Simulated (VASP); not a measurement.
Write the native input for VASP 6.6.1 that does the following.

```
Task                   : single point
Functional             : r2SCAN
Potentials or basis    : VASP PAW PBE potentials, release 64 (Ga_d, Sb)
Cutoff                 : 520 eV
k mesh                 : 6 × 6 × 6
Occupations            : gaussian, width 0.01 eV
Spin                   : no spin polarisation
Dipole correction      : no
Further INCAR settings : ALGO = Normal; EDIFF = 1e-06; NBANDS = 16
```

Crystal: GaSb.

```xyz
2
Lattice="0.0000 3.0480 3.0480 3.0480 0.0000 3.0480 3.0480 3.0480 0.0000" Properties=species:S:1:pos:R:3 pbc="T T T"
Ga    0.0000    0.0000    0.0000
Sb    1.5240    1.5240    1.5240
```

The input as run:

POSCAR

```
GaSb
1.0
    0.0000000000      3.0479500000      3.0479500000
    3.0479500000      0.0000000000      3.0479500000
    3.0479500000      3.0479500000      0.0000000000
Ga Sb
1 1
Direct
    0.0000000000      0.0000000000      0.0000000000
    0.2500000000      0.2500000000      0.2500000000
```

INCAR.step1

```
SYSTEM = GaSb
PREC     = Accurate       ! precision mode
ENCUT    = 520            ! plane-wave cutoff, eV
ISMEAR   = 0              ! smearing method
SIGMA    = 0.01           ! smearing width, eV
LREAL    = .FALSE.        ! projectors in reciprocal space
LASPH    = .TRUE.         ! aspherical terms in the spheres
NELM     = 80             ! most SCF steps
NBANDS   = 16             ! bands
GGA      = PE             ! functional
ALGO     = Normal         ! electronic algorithm
EDIFF    = 1E-4           ! SCF threshold, eV
LWAVE    = .TRUE.         ! write WAVECAR
LCHARG   = .FALSE.        ! write CHGCAR
```

INCAR.step2

```
SYSTEM = GaSb
PREC     = Accurate       ! precision mode
ENCUT    = 520            ! plane-wave cutoff, eV
EDIFF    = 1E-6           ! SCF threshold, eV
ISMEAR   = 0              ! smearing method
SIGMA    = 0.01           ! smearing width, eV
LREAL    = .FALSE.        ! projectors in reciprocal space
LASPH    = .TRUE.         ! aspherical terms in the spheres
NELM     = 80             ! most SCF steps
ALGO     = Normal         ! electronic algorithm
ISIF     = 2              ! what is computed and relaxed
LWAVE    = .FALSE.        ! write WAVECAR
LCHARG   = .TRUE.         ! write CHGCAR
METAGGA  = R2SCAN         ! meta-GGA
LMIXTAU  = .TRUE.       
LELF     = .TRUE.         ! ELF
LVHAR    = .TRUE.       
NBANDS   = 16             ! bands
ISTART   = 1
```

KPOINTS

```
regular mesh
0
G
  6 6 6
  0 0 0
```

Potentials or basis: VASP PAW PBE potentials, release 64 (Ga_d, Sb).

Command:

```sh
$ cat potpaw_PBE.64/Ga_d/POTCAR potpaw_PBE.64/Sb/POTCAR > POTCAR
$ cp INCAR.step1 INCAR
$ mpirun -np 1 vasp_std > vasp.out
$ cp INCAR.step2 INCAR
$ mpirun -np 1 vasp_std > vasp.out
```

It gave:

```json
{"Pressure": "1.1 GPa", "Band gap on the k mesh": "0.53 eV, direct"}
```

Caveat: the PAW data sets were made with another functional, which shifts forces and pressure a little; spin-orbit coupling is left out, which moves the levels of the heavy elements.

Run time: 21 s on 1 thread of Intel(R) Xeon(R) 6975P-C (Granite Rapids), with other jobs on the host, peak memory 0.18 GiB.
